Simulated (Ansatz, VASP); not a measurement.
HfO2 in VASP and in Ansatz

Contents of INCAR:

```
SYSTEM = HfO2
ALGO = Normal
EDIFF = 1E-6
EDIFFG = -0.01
ENCUT = 600
GGA = PE
IBRION = 2
ISIF = 3
ISMEAR = 0
IVDW = 12
LASPH = .True.
LCHARG = .False.
LREAL = .False.
LWAVE = .False.
NELM = 100
NSW = 80
PREC = Accurate
SIGMA = 0.02
```

Contents of KPOINTS:

```
k-points
0
Gamma
  12 12 6
  0 0 0
```

POSCAR

```
HfO2
1.0
    3.2401081350      0.0000000000      0.0000000000
   -1.6200540675      2.8060159559      0.0000000000
    0.0000000000      0.0000000000      4.6681540886
Hf O
1 2
Direct
    0.0000000000      0.0000000000      0.0000000000
    0.6666666667      0.3333333333      0.7917909293
    0.3333333333      0.6666666667      0.2082090707
```

Input for Ansatz:

```yaml
crystal:
  lattice:
    - [3.240108135, 0.0, 0.0]
    - [-1.6200540675, 2.8060159559, 0.0]
    - [0.0, 0.0, 4.6681540886]
  atoms:
    - { symbol: Hf, position: [0.0, 0.0, 0.0] }
    - { symbol: O, position: [0.6666666667, 0.3333333333, 0.7917909293] }
    - { symbol: O, position: [0.3333333333, 0.6666666667, 0.2082090707] }
basis:
  ecutwfc: 420
kpoints:
  mp_grid: { grid: [12, 12, 6] }
hamiltonian:
  xc: pbe
  dispersion: d3bj
scf:
  occupations: { method: gaussian, width: 0.02 }
output:
  forces: true
  stress: true
  eigenvalues: true
relax:
  adjacent_minimum: "off"
  f_tol: 0.01
  max_steps: 60
  cell: { stress_tol: 0.1 }
```

Alike in both runs: task relaxation of cell and atoms; functional PBE; dispersion D3(BJ); k mesh 12 × 12 × 6; occupations gaussian, width 0.02 eV; no spin polarisation.

```csv
,VASP,Ansatz
version,VASP 6.6.1,Ansatz 0.2.0
potentials or method,"VASP PAW PBE potentials, release 64 (Hf_pv, O), cutoff 600 eV","scalar-relativistic, plane waves, PAW"
valence electrons in the cell,22,38
```

|  | VASP | Ansatz | Ansatz less VASP |
| --- | --- | --- | --- |
| gap on the k mesh at the Fermi level, each at its own relaxed structure (eV) | 4.56 | 4.50 | -0.060 |
| relaxed volume (Å³/atom) | 13.86 | 14.13 | +0.268 |
| relaxed cell length with the largest relative difference (Å) | 4.615 | 4.665 | +0.0498 |

VASP's potentials hold 22 valence electrons a cell and Ansatz's 38, so a difference there can come from the potentials and not from the codes.

Neither program's run includes spin-orbit coupling.
